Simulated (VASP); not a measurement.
# AlFe (Pm-3m) in VASP: single point with PBEsol

Aim: the single point of AlFe with PBEsol.

All numbers are computed with VASP 6.6.1; they aren't measurements. Logs are shortened: lines on timing, memory, paths and dates and some standing lists are left out, and cuts for length are marked.

### Step 1. The cell of the first run

The structure is cubic, space group Pm-3m (No. 221). Conventional cell: a = 2.846 Å, b = 2.846 Å, c = 2.846 Å, α = 90.00°, β = 90.00°, γ = 90.00°. Within 3.3 Å of Al (site symmetry m-3m) lie 8 Fe at 2.46 Å and 6 Al at 2.85 Å. Within 3.3 Å of Fe (site symmetry m-3m) lie 8 Al at 2.46 Å and 6 Fe at 2.85 Å.

### Step 2. Single point, PBEsol, collinear spin, ferromagnetic start

Input file INCAR:

```
SYSTEM = AlFe
ALGO = Normal
EDIFF = 1E-6
ENCUT = 520
GGA = PS
ISIF = 2
ISMEAR = -1
ISPIN = 2
LASPH = .True.
LCHARG = .False.
LMAXMIX = 4
LORBIT = 11
LREAL = .False.
LWAVE = .False.
MAGMOM = 0 0.7
NBANDS = 16
NELM = 150
PREC = Accurate
SIGMA = 0.1
```

Input file KPOINTS:

```
k-points
0
Gamma
  14 14 14
  0 0 0
```

Input file POSCAR:

```
AlFe
1.0
    2.8463216884      0.0000000000      0.0000000000
    0.0000000000      2.8463216884      0.0000000000
    0.0000000000      0.0000000000      2.8463216884
Al Fe
1 1
Direct
    0.0000000000      0.0000000000      0.0000000000
    0.5000000000      0.5000000000      0.5000000000
```

Potentials or basis: VASP PAW PBE potentials, release 64 (Al, Fe).

Command:

```
> cat potpaw_PBE.64/Al/POTCAR potpaw_PBE.64/Fe/POTCAR > POTCAR
> mpirun -np 1 vasp_std > vasp.out
```

OUTCAR:

```text
SYSTEM = AlFe
   EDIFF = 1E-6
   ENCUT = 520
   GGA = PS
   ISIF = 2
   ISMEAR = -1
   ISPIN = 2
   LASPH = .True.
   LORBIT = 11
   LREAL = .False.
   NELM = 150
   PREC = Accurate

 ion  position               nearest neighbor table
   1  0.000  0.000  0.000-   2 2.46   2 2.46   2 2.46   2 2.46   2 2.46   2 2.46   2 2.46   2 2.46

   2  0.500  0.500  0.500-   1 2.46   1 2.46   1 2.46   1 2.46   1 2.46   1 2.46   1 2.46   1 2.46

  LATTYP: Found a simple cubic cell.
 ALAT       =     2.8463216884

  Lattice vectors:

 A1 = (   2.8463216884,   0.0000000000,   0.0000000000)
 A2 = (   0.0000000000,   2.8463216884,   0.0000000000)
 A3 = (   0.0000000000,   0.0000000000,   2.8463216884)

Analysis of symmetry for initial positions (statically):
=====================================================================
 Subroutine PRICEL returns:
 Original cell was already a primitive cell.

 Routine SETGRP: Setting up the symmetry group for a
 simple cubic supercell.

 Subroutine GETGRP returns: Found 48 space group operations
 (whereof 48 operations were pure point group operations)
 out of a pool of 48 trial point group operations.

The static configuration has the point symmetry O_h .

Analysis of symmetry for dynamics (positions and initial velocities):
=====================================================================
 Subroutine PRICEL returns:
 Original cell was already a primitive cell.

 Routine SETGRP: Setting up the symmetry group for a
 simple cubic supercell.

 Subroutine GETGRP returns: Found 48 space group operations
 (whereof 48 operations were pure point group operations)
 out of a pool of 48 trial point group operations.

The dynamic configuration has the point symmetry O_h .

Analysis of structural, dynamic, and magnetic symmetry:
=====================================================================
 Subroutine PRICEL returns:
 Original cell was already a primitive cell.

 Routine SETGRP: Setting up the symmetry group for a
 simple cubic supercell.

 Subroutine GETGRP returns: Found 48 space group operations
 (whereof 48 operations were pure point group operations)
 out of a pool of 48 trial point group operations.

The overall configuration has the point symmetry O_h .

 Subroutine INISYM returns: Found 48 space group operations
 (whereof 48 operations are pure point group operations),
 and found     1 'primitive' translations

----------------------------------------------------------------------------------------

                                     Primitive cell

  volume of cell :      23.0596

  direct lattice vectors                    reciprocal lattice vectors
     2.846321688  0.000000000  0.000000000     0.351330633  0.000000000  0.000000000
     0.000000000  2.846321688  0.000000000     0.000000000  0.351330633  0.000000000
     0.000000000  0.000000000  2.846321688     0.000000000  0.000000000  0.351330633
[... 115 lines left out ...]
 spin polarized calculation
  energy-cutoff  :      520.00
  volume of cell :       23.06
 maximum number of plane-waves:       639
 NGX is ok and might be reduce to    24
   NGX = 11   NGY = 11   NGZ = 11

 number of electron      11.0000003 magnetization       0.6538558

 Free energy of the ion-electron system (eV)
  ---------------------------------------------------
  ext. energy  EPLUGINS =         0.00000000
  ---------------------------------------------------
  free energy    TOTEN  =       -13.76668839 eV

  energy without entropy =      -13.69373797  energy(sigma->0) =      -13.73021318

 E-fermi :   8.2167     XC(G=0): -12.3999

 val. band max:        8.2028526300   @ k =   0.4286   0.3571   0.3571
 cond. band min:       8.2226224073   @ k =   0.4286   0.4286   0.2857
 fundamental gap:      0.0197697773
 Fermi energy:         8.2166772575

 spin component 1

 k-point     1 :       0.0000    0.0000    0.0000
  band No.  band energies     occupation
      1      -2.3749      1.00000
      2       5.5764      1.00000
      3       5.5765      1.00000
      4       7.8932      0.96212
      5       7.8932      0.96212
      6       7.8932      0.96212
[... 435 lines left out ...]
      5       7.1417      0.99998
      6       7.6171      0.99752
[... 8 lines left out ...]
     15      27.1164      0.00000
     16      30.1074      0.00000

 [... further k-points ...]

 spin component 2

 k-point     1 :       0.0000    0.0000    0.0000
  band No.  band energies     occupation
      1      -2.3509      1.00000
      2       5.9365      1.00000
      3       5.9365      1.00000
      4       8.6393      0.01439
      5       8.6393      0.01439
      6       8.6393      0.01439
[... 435 lines left out ...]
      5       7.8119      0.98284
      6       8.3355      0.23358
[... 8 lines left out ...]
     15      27.1683      0.00000
     16      30.1160      0.00000

 [... further k-points ...]

------------------------ aborting loop because EDIFF is reached ----------------------------------------

  FORCE on cell =-STRESS in cart. coord.  units (eV):
  Direction    XX          YY          ZZ          XY          YZ          ZX
  --------------------------------------------------------------------------------------
  -------------------------------------------------------------------------------------
  Total        0.0379853      0.0379853      0.0379853     -0.0000000     -0.0000000     -0.0000000
  in kB        2.6392144      2.6392144      2.6392144     -0.0000000     -0.0000000     -0.0000000
  external PRESSURE =       2.6392144 kB  Pullay stress =       0.0000000 kB

 VOLUME and BASIS-vectors are now :
 -----------------------------------------------------------------------------
  energy-cutoff  :      520.00
  volume of cell :       23.06
      direct lattice vectors                 reciprocal lattice vectors
     2.846321688  0.000000000  0.000000000     0.351330633  0.000000000  0.000000000
     0.000000000  2.846321688  0.000000000     0.000000000  0.351330633  0.000000000
     0.000000000  0.000000000  2.846321688     0.000000000  0.000000000  0.351330633

 POSITION                                       TOTAL-FORCE (eV/Angst)
 -----------------------------------------------------------------------------------
      0.00000      0.00000      0.00000         0.000000      0.000000      0.000000
      1.42316      1.42316      1.42316         0.000000      0.000000      0.000000
 -----------------------------------------------------------------------------------
    total drift:                                0.000000     -0.000000     -0.000000

  FREE ENERGIE OF THE ION-ELECTRON SYSTEM (eV)
  ---------------------------------------------------
  free  energy   TOTEN  =       -13.7666883911 eV

  energy  without entropy=      -13.6937379664  energy(sigma->0) =      -13.73021318

 total charge

# of ion       s       p       d       tot
------------------------------------------
    1        0.403   0.449   0.000   0.852
    2        0.446   0.528   6.518   7.492
--------------------------------------------------
tot          0.849   0.977   6.518   8.344

 magnetization (x)

# of ion       s       p       d       tot
------------------------------------------
    1       -0.007  -0.014   0.000  -0.020
    2       -0.000   0.007   0.677   0.683
--------------------------------------------------
tot         -0.007  -0.007   0.677   0.663
```

OSZICAR:

```text
N       E                     dE             d eps       ncg     rms          rms(c)
DAV:   1     0.285126075138E+02    0.28513E+02   -0.42867E+03  7864   0.664E+02
DAV:   2    -0.144196365571E+02   -0.42932E+02   -0.38269E+02  8968   0.141E+02
DAV:   3    -0.158741494523E+02   -0.14545E+01   -0.14391E+01  9416   0.274E+01
DAV:   4    -0.158940555803E+02   -0.19906E-01   -0.19900E-01  9424   0.286E+00
DAV:   5    -0.158947095210E+02   -0.65394E-03   -0.65393E-03  9928   0.571E-01    0.148E+01
DAV:   6    -0.177298296079E+02   -0.18351E+01   -0.50078E+01  8720   0.784E+01    0.180E+01
DAV:   7    -0.138200347277E+02    0.39098E+01   -0.30171E+01  9064   0.497E+01    0.273E+00
DAV:   8    -0.137784401773E+02    0.41595E-01   -0.14104E-01  9960   0.293E+00    0.160E+00
DAV:   9    -0.137664044431E+02    0.12036E-01   -0.44984E-02  9568   0.188E+00    0.672E-01
DAV:  10    -0.137665954745E+02   -0.19103E-03   -0.16916E-03 11248   0.337E-01    0.212E-01
DAV:  11    -0.137666874447E+02   -0.91970E-04   -0.41845E-04 11600   0.144E-01    0.129E-01
DAV:  12    -0.137666903569E+02   -0.29122E-05   -0.18921E-04 10632   0.117E-01    0.430E-02
DAV:  13    -0.137666880762E+02    0.22807E-05   -0.62631E-06  9496   0.229E-02    0.141E-02
DAV:  14    -0.137666883911E+02   -0.31487E-06   -0.62843E-07  5160   0.813E-03
   1 F= -.13766688E+02 E0= -.13730213E+02  d E =-.729504E-01  mag=     0.6529
```

stdout:

```text
POSCAR found type information on POSCAR AlFe
 POSCAR found :  2 types and       2 ions
 scaLAPACK will be used
 -----------------------------------------------------------------------------
|                                                                             |
|                                                                             |
|     You enforced a specific xc type in the INCAR file but a different       |
|     I HOPE YOU KNOW WHAT YOU ARE DOING!                                     |
|                                                                             |
 -----------------------------------------------------------------------------

 LDA part: xc-table for (Slater+PW92), standard interpolation
 POSCAR, INCAR and KPOINTS ok, starting setup
 FFT: planning ... GRIDC
 FFT: planning ... GRID_SOFT
 FFT: planning ... GRID
 WAVECAR not read
 entering main loop
```

Wall time 62 s (1 thread of Intel Xeon Platinum 8259CL at 2.50GHz (Skylake/Cascade Lake), shared host); peak memory 0.2 GiB.

What came out:

* Free energy: -13.7667 eV
* Pressure: 0.3 GPa
* Net moment: 0.65 μB per cell
* Site moments: Al -0.02; Fe +0.68 μB
* Valence electrons inside the program's atomic spheres: Al 0.85; Fe 7.49

Caveat: the PAW data sets were made with another functional, which shifts forces and pressure a little.
